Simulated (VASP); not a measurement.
# MgO (Fm-3m) in VASP: further runs

MgO is run at these levels: r2SCAN50, PBE-based global hybrid; tasks: single point.

All numbers are computed with VASP 6.6.1; they aren't measurements. Logs are shortened: lines on timing, memory, paths and dates and some standing lists are left out, and cuts for length are marked.

## Step 1: The cell of the first run

The structure is cubic, space group Fm-3m (No. 225). The conventional cell has a = 4.270 Å, b = 4.270 Å, c = 4.270 Å, α = 90.00°, β = 90.00°, γ = 90.00°. Within 2.8 Å of Mg (site symmetry m-3m) lie 6 O at 2.14 Å. O (site symmetry m-3m) has 6 Mg at 2.14 Å within 2.8 Å.

## Step 2: Single point, r2SCAN50

The input, POSCAR:

```
MgO
1.0
    0.0000000000      2.1351491430      2.1351491430
    2.1351491430      0.0000000000      2.1351491430
    2.1351491430      2.1351491430      0.0000000000
Mg O
1 1
Direct
    0.0000000000      0.0000000000      0.0000000000
    0.5000000000      0.5000000000      0.5000000000
```

The input, INCAR.step1:

```
SYSTEM = MgO
ALGO = Normal
EDIFF = 1E-5
ENCUT = 520
GGA = PE
ISIF = 2
ISMEAR = 0
LASPH = .True.
LCHARG = .False.
LREAL = .False.
LWAVE = .True.
NBANDS = 11
NELM = 100
PREC = Accurate
SIGMA = 0.05
```

The input, INCAR.step2:

```
SYSTEM = MgO
AEXX = 0.5
ALGO = Normal
EDIFF = 1E-6
ENCUT = 520
ISIF = 2
ISMEAR = 0
ISTART = 1
LASPH = .True.
LCHARG = .False.
LHFCALC = .True.
LMIXTAU = .True.
LREAL = .False.
LWAVE = .False.
METAGGA = R2SCAN
NBANDS = 11
NELM = 100
PREC = Accurate
PRECFOCK = Normal
SIGMA = 0.05
```

The input, KPOINTS:

```
k-points
0
Gamma
  6 6 6
  0 0 0
```

Potentials or basis: VASP PAW PBE potentials, release 64 (Mg, O).

Started as:

```bash
$ cat potpaw_PBE.64/Mg/POTCAR potpaw_PBE.64/O/POTCAR > POTCAR
$ cp INCAR.step1 INCAR
$ mpirun -np 1 vasp_std > vasp.out
$ cp INCAR.step2 INCAR
$ mpirun -np 1 vasp_std > vasp.out
```

OUTCAR:

```text
SYSTEM = MgO
   AEXX = 0.5
   EDIFF = 1E-6
   ENCUT = 520
   ISIF = 2
   ISMEAR = 0
   ISTART = 1
   LASPH = .True.
   LHFCALC = .True.
   LREAL = .False.
   METAGGA = R2SCAN
   NELM = 100
   PREC = Accurate
   PRECFOCK = Normal

 ion  position               nearest neighbor table
   1  0.000  0.000  0.000-   2 2.14   2 2.14   2 2.14   2 2.14   2 2.14   2 2.14
   2  0.500  0.500  0.500-   1 2.14   1 2.14   1 2.14   1 2.14   1 2.14   1 2.14

  LATTYP: Found a face centered cubic cell.
 ALAT       =     4.2702982860

  Lattice vectors:

 A1 = (   0.0000000000,   2.1351491430,   2.1351491430)
 A2 = (   2.1351491430,   0.0000000000,   2.1351491430)
 A3 = (   2.1351491430,   2.1351491430,   0.0000000000)

Analysis of symmetry for initial positions (statically):
=====================================================================
 Subroutine PRICEL returns:
 Original cell was already a primitive cell.

 Routine SETGRP: Setting up the symmetry group for a
 face centered cubic supercell.

 Subroutine GETGRP returns: Found 48 space group operations
 (whereof 48 operations were pure point group operations)
 out of a pool of 48 trial point group operations.

The static configuration has the point symmetry O_h .

Analysis of symmetry for dynamics (positions and initial velocities):
=====================================================================
 Subroutine PRICEL returns:
 Original cell was already a primitive cell.

 Routine SETGRP: Setting up the symmetry group for a
 face centered cubic supercell.

 Subroutine GETGRP returns: Found 48 space group operations
 (whereof 48 operations were pure point group operations)
 out of a pool of 48 trial point group operations.

The dynamic configuration has the point symmetry O_h .

 Subroutine INISYM returns: Found 48 space group operations
 (whereof 48 operations are pure point group operations),
 and found     1 'primitive' translations

----------------------------------------------------------------------------------------

                                     Primitive cell

  volume of cell :      19.4677

  direct lattice vectors                    reciprocal lattice vectors
     0.000000000  2.135149143  2.135149143    -0.234175679  0.234175679  0.234175679
     2.135149143  0.000000000  2.135149143     0.234175679 -0.234175679  0.234175679
     2.135149143  2.135149143  0.000000000     0.234175679  0.234175679 -0.234175679

  length of vectors
     3.019556876  3.019556876  3.019556876     0.405604174  0.405604174  0.405604174

  position of ions in fractional coordinates (direct lattice)
     0.000000000  0.000000000  0.000000000
     0.500000000  0.500000000  0.500000000

  ion indices of the primitive-cell ions
   primitive index   ion index
                 1           1
                 2           2

----------------------------------------------------------------------------------------

 KPOINTS: k-points

Automatic generation of k-mesh.
 Grid dimensions read from file:
 generate k-points for:    6    6    6

 Generating k-lattice:

  Cartesian coordinates                     Fractional coordinates (reciprocal lattice)
    -0.039029280  0.039029280  0.039029280     0.166666667  0.000000000  0.000000000
     0.039029280 -0.039029280  0.039029280     0.000000000  0.166666667  0.000000000
     0.039029280  0.039029280 -0.039029280     0.000000000  0.000000000  0.166666667

  Length of vectors
     0.067600696  0.067600696  0.067600696

  Shift w.r.t. Gamma in fractional coordinates (k-lattice)
     0.000000000  0.000000000  0.000000000

 Subroutine IBZKPT returns following result:
 ===========================================

 Found     16 irreducible k-points:

 Following reciprocal coordinates:
            Coordinates               Weight
  0.000000  0.000000  0.000000      1.000000
  0.166667  0.000000  0.000000      8.000000
  0.333333  0.000000  0.000000      8.000000
  0.500000  0.000000  0.000000      4.000000
  0.166667  0.166667  0.000000      6.000000
  0.333333  0.166667  0.000000     24.000000
[... 8 lines left out ...]
 -0.333333  0.333333  0.166667     24.000000
 -0.333333  0.500000  0.166667     12.000000
   k-points           NKPTS =     16   k-points in BZ     NKDIM =    216   number of bands    NBANDS=     11
   number of dos      NEDOS =    301   number of ions     NIONS =      2
   total plane-waves  NPLWV =  13824
   dimension x,y,z NGX =    24 NGY =   24 NGZ =   24
   dimension x,y,z NGXF=    48 NGYF=   48 NGZF=   48
   ions per type =               1   1
   NGX,Y,Z   is equivalent  to a cutoff of  13.21, 13.21, 13.21 a.u.
   NGXF,Y,Z  is equivalent  to a cutoff of  26.43, 26.43, 26.43 a.u.
 SYSTEM =  MgO
   PREC   = accura    normal or accurate (medium, high low for compatibility)
   ISTART =      1    job   : 0-new  1-cont  2-samecut
   ICHARG =      0    charge: 1-file 2-atom 10-const
   ISPIN  =      1    spin polarized calculation?
   LNONCOLLINEAR =      F non collinear calculations
   LSORBIT =      F    spin-orbit coupling
   LASPH  =      T    aspherical Exc in radial PAW
   ENCUT  =  520.0 eV  38.22 Ry    6.18 a.u.   5.61  5.61  5.61*2*pi/ulx,y,z
   NELM   =    100;   NELMIN=  2; NELMDL=  0     # of ELM steps
   EDIFF  = 0.1E-05   stopping-criterion for ELM
   LREAL  =      F    real-space projection
   EDIFFG = 0.1E-04   stopping-criterion for IOM
   NSW    =      0    number of steps for IOM
   IBRION =     -1    ionic relax: 0-MD 1-quasi-New 2-CG
   NFREE  =      0    steps in history (QN), initial steepest desc. (CG)
   ISIF   =      2    stress and relaxation
   ISYM   =      3    0-nonsym 1-usesym 2-fastsym
   POTIM  = 0.5000    time-step for ionic-motion
   TEBEG  =    0.0;   TEEND  =   0.0 temperature during run
   PSTRESS=    0.0 pullay stress
   NELECT =       8.0000    total number of electrons
   NUPDOWN=      -1.0000    fix difference up-down
   EMIN   =  10.00;   EMAX   =-10.00  energy-range for DOS
   EFERMI =   0.00;   METHOD = LEGACY
   ISMEAR =     0;   SIGMA  =   0.05  broadening in eV -4-tet -1-fermi 0-gaus
   EFERMI_NEDOS =   21; number of points for ismear=-14 and -15
   IALGO  =     38    algorithm
   IMIX   =      1    mixing-type and parameters
     AMIX     =   0.40;   BMIX     =  1.00
     AMIX_MAG =   1.60;   BMIX_MAG =  1.00
  volume/ion in A,a.u.               =       9.73        65.69
  Fermi-wavevector in a.u.,A,eV,Ry     =   1.217120  2.300023 20.155402  1.481380
  Thomas-Fermi vector in A             =   2.352451
   LORBIT       =      0    0 simple, 1 ext, 2 COOP (PROOUT), +10 PAW based schemes
   METAGGA = R2SCAN    functional components
   LHFCALC =     T    Hartree Fock is set to
   PRECFOCK=normal    Normal, Fast or Accurate (Low or Medium for compatibility)
   ENCUT4O =  -1.0   cutoff for four orbital integrals eV
   NKREDX  =     1    reduce k-point grid by
   NKREDY  =     1    reduce k-point grid by
   NKREDZ  =     1    reduce k-point grid by
   AEXX    =    0.5000 exact exchange contribution
   HFSCREEN=    0.0000 screening length (either q_TF or 0.3 A-1)
   HFSCREENC=   0.0000 screening length for correlation (either q_TF or 0.3 A-1)
   ENCUTFOCK=  -1.0 apply spherical cutoff to Coloumb kernel
   IVDW    =     0    specifies the selected vdW correction
   LEPSILON=     F    determine dielectric tensor
   LRPA    =     F    only Hartree local field effects (RPA)
 non-spin polarized calculation
 Gauss-broadening in eV      SIGMA  =   0.05
  energy-cutoff  :      520.00
  volume of cell :       19.47
 maximum number of plane-waves:       544
 NGX is ok and might be reduce to    24
  NGX = 18; NGY = 18; NGZ = 18

 number of electron       8.0000002 magnetization

 Free energy of the ion-electron system (eV)
  ---------------------------------------------------
  ext. energy  EPLUGINS =         0.00000000
  ---------------------------------------------------
  free energy    TOTEN  =       -19.79196346 eV

  energy without entropy =      -19.79196346  energy(sigma->0) =      -19.79196346

 E-fermi :  -0.1713     XC(G=0):  -6.3863

 val. band max:       -0.5489557824   @ k =   0.0000   0.0000   0.0000
 cond. band min:       9.0025703389   @ k =   0.0000   0.0000   0.0000
 fundamental gap:      9.5515261213
 Fermi energy:        -0.1713299315

 k-point     1 :       0.0000    0.0000    0.0000
  band No.  band energies     occupation
      1     -20.9789      2.00000
      2      -0.5490      2.00000
      3      -0.5490      2.00000
      4      -0.5490      2.00000
      5       9.0026      0.00000
      6      20.8010      0.00000
      7      20.8010      0.00000
      8      20.8010      0.00000
      9      24.6057      0.00000
     10      26.7826      0.00000
     11      26.7826      0.00000

 k-point     2 :       0.1667    0.0000    0.0000
  band No.  band energies     occupation
      1     -20.6906      2.00000
      2      -2.1303      2.00000
      3      -0.7427      2.00000
      4      -0.7427      2.00000
      5      10.5181      0.00000
      6      18.4062      0.00000
      7      21.4027      0.00000
      8      21.4027      0.00000
      9      25.3744      0.00000
     10      25.3744      0.00000
     11      27.3799      0.00000

 k-point     3 :       0.3333    0.0000    0.0000
  band No.  band energies     occupation
      1     -20.0505      2.00000
      2      -4.5442      2.00000
      3      -1.1059      2.00000
      4      -1.1059      2.00000
      5      12.2092      0.00000
      6      17.4503      0.00000
      7      21.5418      0.00000
      8      21.5418      0.00000
      9      26.2135      0.00000
     10      26.2135      0.00000
     11      26.5413      0.00000
[... 155 lines left out ...]
 k-point    15 :      -0.3333    0.3333    0.1667
  band No.  band energies     occupation
      1     -19.4510      2.00000
      2      -4.4758      2.00000
      3      -3.2528      2.00000
      4      -1.9554      2.00000
      5      15.4171      0.00000
      6      17.0685      0.00000
      7      17.6335      0.00000
      8      21.6043      0.00000
      9      25.9720      0.00000
     10      27.3899      0.00000
     11      33.3312      0.00000

 k-point    16 :      -0.3333    0.5000    0.1667
  band No.  band energies     occupation
      1     -19.3790      2.00000
      2      -4.4691      2.00000
      3      -3.0207      2.00000
      4      -2.3946      2.00000
      5      15.3865      0.00000
      6      16.2123      0.00000
      7      17.6924      0.00000
      8      21.6327      0.00000
      9      25.6383      0.00000
     10      29.9555      0.00000
     11      31.6641      0.00000

------------------------ aborting loop because EDIFF is reached ----------------------------------------

  FORCE on cell =-STRESS in cart. coord.  units (eV):
  Direction    XX          YY          ZZ          XY          YZ          ZX
  --------------------------------------------------------------------------------------
  -------------------------------------------------------------------------------------
  Total       -1.6995806     -1.6995806     -1.6995806      0.0000000      0.0000000      0.0000000
  in kB     -139.8742312   -139.8742312   -139.8742312      0.0000000      0.0000000      0.0000000
  external PRESSURE =    -139.8742312 kB  Pullay stress =       0.0000000 kB

 VOLUME and BASIS-vectors are now :
 -----------------------------------------------------------------------------
  energy-cutoff  :      520.00
  volume of cell :       19.47
      direct lattice vectors                 reciprocal lattice vectors
     0.000000000  2.135149143  2.135149143    -0.234175679  0.234175679  0.234175679
     2.135149143  0.000000000  2.135149143     0.234175679 -0.234175679  0.234175679
     2.135149143  2.135149143  0.000000000     0.234175679  0.234175679 -0.234175679

 POSITION                                       TOTAL-FORCE (eV/Angst)
 -----------------------------------------------------------------------------------
      0.00000      0.00000      0.00000         0.000000     -0.000000      0.000000
      2.13515      2.13515      2.13515        -0.000000      0.000000     -0.000000
 -----------------------------------------------------------------------------------
    total drift:                               -0.000000     -0.000000     -0.000000

  FREE ENERGIE OF THE ION-ELECTRON SYSTEM (eV)
  ---------------------------------------------------
  free  energy   TOTEN  =       -19.7919634581 eV

  energy  without entropy=      -19.7919634581  energy(sigma->0) =      -19.79196346
```

Run time: 11 min. Hardware: 1 thread of Intel Xeon Platinum 8259CL at 2.50GHz (Skylake/Cascade Lake), shared host; peak memory 0.16 GiB.

What came out:

```
Free energy            : -19.7920 eV
Pressure               : -14.0 GPa
Band gap on the k mesh : 9.55 eV, direct
```

Levels at points of the mesh, in eV from the valence-band top:
```
           k point  band 1  band 2  band 3  band 4  band 5  band 6  band 7  band 8  band 9
(0.00, 0.00, 0.00)  -20.43    0.00    0.00    0.00    9.55   21.35   21.35   21.35   25.15
(0.50, 0.00, 0.00)  -19.14   -5.05   -0.73   -0.73   12.98   18.52   21.78   21.78   26.53
(0.50, 0.50, 0.00)  -18.87   -4.51   -1.54   -1.54   14.35   15.17   19.03   25.04   25.04
```

Caveat: the k points lie up to 0.42 Å⁻¹ apart; the PAW data sets were made with another functional, which shifts forces and pressure a little.

## Step 3: Single point, PBE-based global hybrid

POSCAR is that of step 2.

The input, INCAR.step1:

```
PREC = Accurate
ENCUT = 520
EDIFF = 1E-5
ISMEAR = 0
SIGMA = 0.05
LREAL = False
LASPH = True
NELM = 80
ALGO = Normal
ISIF = 2
LWAVE = True
LCHARG = False
NBANDS = 11
GGA = PE
```

The input, INCAR.step2:

```
PREC = Accurate
ENCUT = 520
EDIFF = 1E-6
ISMEAR = 0
SIGMA = 0.05
LREAL = False
LASPH = True
NELM = 80
ALGO = Normal
ISIF = 2
LWAVE = False
LCHARG = False
GGA = PE
LHFCALC = True
AEXX = 0.4
PRECFOCK = Normal
NBANDS = 11
ISTART = 1
```

The input, KPOINTS:

```
regular mesh
0
Gamma
  6 6 6
```

Potentials or basis: VASP PAW PBE potentials, release 64 (Mg, O).

Started as:

```bash
$ cat potpaw_PBE.64/Mg/POTCAR potpaw_PBE.64/O/POTCAR > POTCAR
$ cp INCAR.step1 INCAR
$ mpirun -np 1 vasp_std > vasp.out
$ cp INCAR.step2 INCAR
$ mpirun -np 1 vasp_std > vasp.out
```

It took 7.7 min on 1 thread of Intel Xeon Platinum 8259CL at 2.50GHz (Skylake/Cascade Lake), shared host; peak memory 0.15 GiB.

It converged, with:

| Property | Result |
| --- | --- |
| Free energy | -16.5160 eV |
| Pressure | -10.8 GPa |
| Band gap on the k mesh | 8.27 eV, direct |

Levels at points of the mesh, in eV from the valence-band top:
```
           k point  band 1  band 2  band 3  band 4  band 5  band 6  band 7  band 8
(0.00, 0.00, 0.00)  -19.56    0.00    0.00    0.00    8.27   19.93   19.93   19.93
(0.50, 0.00, 0.00)  -18.28   -4.94   -0.70   -0.70   11.68   16.96   20.33   20.33
(0.50, 0.50, 0.00)  -18.01   -4.40   -1.49   -1.49   13.05   13.77   17.48   23.39
```

Caveat: the k points lie up to 0.42 Å⁻¹ apart; the PAW data sets were made with another functional, which shifts forces and pressure a little.
